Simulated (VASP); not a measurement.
# Y: relaxation of cell and atoms with PBEsol

The system is Y.

```
Y
1.0
     2.02000    2.02000    2.02000
    -2.02000    2.02000    2.02000
    -2.02000   -2.02000    2.02000
Y
1
Direct
  0.00000 0.00000 0.00000
```

This isn't the form of Y at room conditions, which is hcp.

```yaml
Program: VASP 6.6.1
Task: relaxation of cell and atoms
Functional: PBEsol
Potentials_or_basis: VASP PAW PBE potentials, release 64 (Y_sv)
Cutoff: 500 eV
k_mesh: 8 × 8 × 8
Occupations: fermi-dirac, width 0.1 eV
Spin: no spin polarisation
Dipole_correction: no
Further_INCAR_settings: ALGO = Normal; EDIFF = 1e-07; IBRION = 2; EDIFFG = -0.01; NSW = 60; ISIF = 3
```

- Relaxed volume: 31.43 Å³/atom
- Relaxed cell: a = 3.443 Å, b = 3.443 Å, c = 3.443 Å, α = 70.53°, β = 109.47°, γ = 70.53°
- Space group after relaxing (to 0.1 Å): Im-3m (No. 229)
- Energy gained by relaxing: 9.1 meV/atom
- Ionic steps: 3
- Pressure after relaxing: 0.0 GPa
- Band gap on the k mesh: zero (an odd number of electrons rules out a gap without spin polarisation)

Step by step:
```csv
step,energy change (eV),largest force (eV/Å),pressure (GPa),volume (Å³)
1,0.0000,0.0000,-1.82,32.97
2,-0.0089,0.0000,0.29,31.21
3,-0.0091,0.0000,0.00,31.43
```

Final structure:
```
Y
1.0
     1.98801    1.98801    1.98801
    -1.98801    1.98801    1.98801
    -1.98801   -1.98801    1.98801
Y
1
Direct
  0.00000 0.00000 0.00000
```

Levels at points of the mesh, in eV from the Fermi level:
```
           k point  band 3  band 4  band 5  band 6  band 7  band 8
(0.00, 0.00, 0.00)  -22.32  -22.32   -4.89    1.70    1.70    1.70
(0.50, 0.00, 0.00)  -22.52  -22.32   -2.07    0.14    0.90    3.68
(0.50, 0.50, 0.50)  -22.76  -22.76   -1.56   -1.56    5.55    5.55
```

Wall time 30 s on 1 thread of Intel(R) Xeon(R) Platinum 8259CL CPU @ 2.50GHz (Skylake/Cascade Lake), on a shared host, peak memory 0.17 GiB.

Caveat: the PAW data sets were made with another functional, which shifts forces and pressure a little.
